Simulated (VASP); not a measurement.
# CdSe (Fm-3m) in VASP: further runs, part 2 of 2

VASP 6.6.1. The steps go on from the part before.

### 3 Single point, PBE

File INCAR:

```
SYSTEM = CdSe
PREC     = Accurate       ! precision mode
ENCUT    = 500            ! plane-wave cutoff, eV
EDIFF    = 1E-6           ! SCF threshold, eV
ISMEAR   = 0              ! smearing method
SIGMA    = 0.03           ! smearing width, eV
LREAL    = .False.        ! projectors in reciprocal space
LASPH    = .True.         ! aspherical terms in the spheres
NELM     = 120            ! most SCF steps
ALGO     = Normal         ! electronic algorithm
ISIF     = 2              ! what is computed and relaxed
LWAVE    = .False.        ! write WAVECAR
LCHARG   = .True.         ! write CHGCAR
GGA      = PE             ! functional
LELF     = .True.         ! ELF
LVHAR    = .True.       
NBANDS   = 16             ! bands
GGA_COMPAT= .False.
```

File KPOINTS:

```
Automatic mesh
0
Gamma
  8 8 8
  0 0 0
```

File POSCAR:

```
CdSe
1.0
    0.0000000000      2.8739580000      2.8739580000
    2.8739580000      0.0000000000      2.8739580000
    2.8739580000      2.8739580000      0.0000000000
Cd Se
1 1
Direct
    0.0000000000      0.0000000000      0.0000000000
    0.5000000000      0.5000000000      0.5000000000
```

Potentials or basis: VASP PAW PBE potentials, release 64 (Cd, Se).

Run with:

```
$ cat potpaw_PBE.64/Cd/POTCAR potpaw_PBE.64/Se/POTCAR > POTCAR
$ mpirun -np 1 vasp_std > vasp.out
```

OUTCAR:

```text
SYSTEM = CdSe
   PREC = Accurate
   ENCUT = 500
   EDIFF = 1E-6
   ISMEAR = 0
   LREAL = .False.
   LASPH = .True.
   NELM = 120
   ISIF = 2
   GGA = PE

 ion  position               nearest neighbor table
   1  0.000  0.000  0.000-   2 2.87   2 2.87   2 2.87   2 2.87   2 2.87   2 2.87
   2  0.500  0.500  0.500-   1 2.87   1 2.87   1 2.87   1 2.87   1 2.87   1 2.87

  LATTYP: Found a face centered cubic cell.
 ALAT       =     5.7479160000

  Lattice vectors:

 A1 = (   0.0000000000,   2.8739580000,   2.8739580000)
 A2 = (   2.8739580000,   0.0000000000,   2.8739580000)
 A3 = (   2.8739580000,   2.8739580000,   0.0000000000)

Analysis of symmetry for initial positions (statically):
=====================================================================
 Subroutine PRICEL returns:
 Original cell was already a primitive cell.

 Routine SETGRP: Setting up the symmetry group for a
 face centered cubic supercell.

 Subroutine GETGRP returns: Found 48 space group operations
 (whereof 48 operations were pure point group operations)
 out of a pool of 48 trial point group operations.

The static configuration has the point symmetry O_h .

Analysis of symmetry for dynamics (positions and initial velocities):
=====================================================================
[... 164 lines left out ...]
 Fermi energy:         2.2765322749

 k-point     1 :       0.0000    0.0000    0.0000
  band No.  band energies     occupation
      1     -10.6165      2.00000
      2      -5.6585      2.00000
      3      -5.6585      2.00000
      4      -5.6427      2.00000
      5      -5.6427      2.00000
      6      -5.6427      2.00000
[... 433 lines left out ...]
      3      -5.6920      2.00000
      4      -5.6722      2.00000
      5      -5.4965      2.00000
      6      -5.4365      2.00000
[... 8 lines left out ...]
     15      13.3897      0.00000
     16      16.1667      0.00000

 [... further k-points ...]

------------------------ aborting loop because EDIFF is reached ----------------------------------------

  FORCE on cell =-STRESS in cart. coord.  units (eV):
  Direction    XX          YY          ZZ          XY          YZ          ZX
  --------------------------------------------------------------------------------------
  -------------------------------------------------------------------------------------
  Total       -0.0049667     -0.0049667     -0.0049667     -0.0000000      0.0000000     -0.0000000
  in kB       -0.1676114     -0.1676114     -0.1676114     -0.0000000      0.0000000     -0.0000000
  external PRESSURE =      -0.1676114 kB  Pullay stress =       0.0000000 kB

 VOLUME and BASIS-vectors are now :
 -----------------------------------------------------------------------------
  energy-cutoff  :      500.00
  volume of cell :       47.48
      direct lattice vectors                 reciprocal lattice vectors
     0.000000000  2.873958000  2.873958000    -0.173976098  0.173976098  0.173976098
     2.873958000  0.000000000  2.873958000     0.173976098 -0.173976098  0.173976098
     2.873958000  2.873958000  0.000000000     0.173976098  0.173976098 -0.173976098

 POSITION                                       TOTAL-FORCE (eV/Angst)
 -----------------------------------------------------------------------------------
      0.00000      0.00000      0.00000        -0.000000     -0.000000      0.000000
      2.87396      2.87396      2.87396         0.000000      0.000000     -0.000000
 -----------------------------------------------------------------------------------
    total drift:                               -0.000000      0.000000      0.000000

  FREE ENERGIE OF THE ION-ELECTRON SYSTEM (eV)
  ---------------------------------------------------
  free  energy   TOTEN  =        -5.2039630169 eV

  energy  without entropy=       -5.2035493549  energy(sigma->0) =       -5.20375619
```

OSZICAR:

```text
N       E                     dE             d eps       ncg     rms          rms(c)
DAV:   1     0.106056313075E+03    0.10606E+03   -0.88128E+03   944   0.100E+03
DAV:   2    -0.185025363109E+01   -0.10791E+03   -0.10125E+03  1112   0.247E+02
DAV:   3    -0.562227623689E+01   -0.37720E+01   -0.37656E+01  1112   0.485E+01
DAV:   4    -0.563418161027E+01   -0.11905E-01   -0.11905E-01  1152   0.268E+00
DAV:   5    -0.563423607588E+01   -0.54466E-04   -0.54466E-04  1104   0.159E-01    0.530E+00
DAV:   6    -0.522976966869E+01    0.40447E+00   -0.60251E-01  1200   0.894E+00    0.453E+00
DAV:   7    -0.520450798441E+01    0.25262E-01   -0.12029E-01  1016   0.244E+00    0.215E+00
DAV:   8    -0.520395718075E+01    0.55080E-03   -0.12202E-02  1104   0.128E+00    0.213E-01
DAV:   9    -0.520393092953E+01    0.26251E-04   -0.10320E-03  1112   0.375E-01    0.400E-02
DAV:  10    -0.520395140975E+01   -0.20480E-04   -0.11082E-04  1104   0.135E-01    0.396E-02
DAV:  11    -0.520396289985E+01   -0.11490E-04   -0.18134E-05  1088   0.376E-02    0.141E-02
DAV:  12    -0.520396301694E+01   -0.11710E-06   -0.51850E-07   768   0.776E-03
   1 F= -.52039630E+01 E0= -.52037562E+01  d E =-.413662E-03
```

Run time: 18 s. Hardware: 1 thread of Intel Xeon Platinum 8375C at 2.90GHz (Ice Lake), shared host; peak memory 0.17 GiB.

What came out:

```
Free energy            : -5.2040 eV
Pressure               : 0.0 GPa
Band gap on the k mesh : zero (band 9 reaches 2.25 eV, above the bottom of band 10 at 1.81 eV)
```
